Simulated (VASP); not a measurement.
Input of a VASP 6.6.1 run:

INCAR

```
SYSTEM = In2Sb
PREC = Accurate
ENCUT = 520
EDIFF = 1E-6
ISMEAR = 0
SIGMA = 0.2
LREAL = .False.
LASPH = .True.
NELM = 100
ALGO = Normal
ISIF = 2
LWAVE = .False.
LCHARG = .False.
GGA = PS
NBANDS = 40
```

KPOINTS

```
Automatic mesh
0
Gamma
  6 6 3
  0 0 0
```

File POSCAR:

```
In2Sb
1.0
    5.3799042018      0.0000000000      0.0000000000
   -2.6899521009      4.6591337087      0.0000000000
    0.0000000000      0.0000000000      6.7225520000
In Sb
4 2
Direct
    0.6666666667      0.3333333333      0.2500000000
    0.3333333333      0.6666666667      0.7500000000
    0.0000000000      0.0000000000      0.5000000000
    0.0000000000      0.0000000000      0.0000000000
    0.6666666667      0.3333333333      0.7500000000
    0.3333333333      0.6666666667      0.2500000000
```

Potentials or basis: VASP PAW PBE potentials, release 64 (In_d, Sb).

The run is started by

```console
$ cat potpaw_PBE.64/In_d/POTCAR potpaw_PBE.64/Sb/POTCAR > POTCAR
$ mpirun -np 1 vasp_std > vasp.out
```

**Question.** Predict the pressure.

**Answer.** -2.4 GPa.

**Question.** Estimate the band gap on the k mesh.

**Answer.** Zero (band 31 reaches 8.01 eV, above the bottom of band 32 at 6.38 eV).

Stress tensor (GPa, compression positive):
```
-1.24  0.00  0.00
 0.00 -1.24  0.00
 0.00  0.00 -4.76
```

Caveat: the PAW data sets were made with another functional, which shifts forces and pressure a little; spin-orbit coupling is left out, which moves the levels of the heavy elements.
